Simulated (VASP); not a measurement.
**BaTe: single point with r2SCAN**

The system is BaTe.

```xyz
2
Lattice="0.0000 3.5312 3.5312 3.5312 0.0000 3.5312 3.5312 3.5312 0.0000" Properties=species:S:1:pos:R:3 pbc="T T T"
Ba    0.0000    0.0000    0.0000
Te    3.5312    3.5312    3.5312
```

```yaml
Program: VASP 6.6.1
Task: single point
Functional: r2SCAN
Potentials_or_basis: VASP PAW PBE potentials, release 64 (Ba_sv, Te)
Cutoff: 520 eV
k_mesh: 6 × 6 × 6
Occupations: gaussian, width 0.01 eV
Spin: no spin polarisation
```

```yaml
Pressure: 0.3 GPa
Band_gap_on_the_k_mesh: 1.93 eV, indirect (least direct gap 2.32 eV)
```

Levels at points of the mesh, in eV from the valence-band top:
| k point | band 6 | band 7 | band 8 | band 9 | band 10 | band 11 |
| --- | --- | --- | --- | --- | --- | --- |
| (0.00, 0.00, 0.00) | 0.00 | 0.00 | 0.00 | 3.36 | 3.36 | 3.36 |
| (0.50, 0.00, 0.00) | -2.15 | -1.07 | -1.07 | 4.61 | 5.20 | 5.35 |
| (0.50, 0.50, 0.00) | -1.14 | -0.39 | -0.39 | 1.93 | 4.90 | 5.24 |

Wall time 94 s on 1 thread of Intel(R) Xeon(R) Platinum 8488C (Sapphire Rapids) (shared host), peak memory 0.25 GiB.

Caveat: the PAW data sets were made with another functional, which shifts forces and pressure a little; spin-orbit coupling is left out, which moves the levels of the heavy elements. A k mesh can miss the band edges.
